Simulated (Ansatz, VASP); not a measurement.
**MnSi6 in VASP and in Ansatz**

```
Mn Si
1.0
     6.01374    0.00000    0.00000
     0.00000    6.01374    0.00000
     0.00000    0.00000    6.01374
Mn Si
1 6
Cartesian
  0.0000 0.0000 0.0000
  1.2645 3.0069 3.0069
  3.0069 1.2645 3.0069
  4.7492 3.0069 3.0069
  3.0069 4.7492 3.0069
  3.0069 3.0069 1.2645
  3.0069 3.0069 4.7492
```

Change from the starting cell: species swapped into the SiB6 type (Pm-3m, No. 221).

Alike in both runs: functional PBE; k mesh 6 × 6 × 6; occupations gaussian, width 0.1 eV; collinear spin.

Ansatz relaxed the structure, and its values are those at the end. VASP's run is a single point on that final structure, the one shown.

|  | VASP | Ansatz |
| --- | --- | --- |
| version | VASP 6.6.1 | Ansatz 0.2.0 |
| potentials or method | VASP PAW PBE potentials, release 64 (Mn_pv, Si), cutoff 520 eV | scalar-relativistic, plane waves, PAW |
| valence electrons in the cell | 37 | 39 |

```csv
,VASP,Ansatz,Ansatz less VASP
gap on the k mesh at the Fermi level (eV),none,none,-
pressure (GPa),0.0,0.0,+0.04
net moment per atom (μB),0.64,0.65,+0.001
size of the moment on the site where the two differ most (μB),4.58,5.00,+0.414
```

Site moments also hang on the region over which each program counts them. A gap of «none» marks a metal or a gap that the smearing closes. VASP's potentials hold 37 valence electrons a cell and Ansatz's 39, so a difference there can come from the potentials and not from the codes. Ansatz's warnings: given moment on shells.
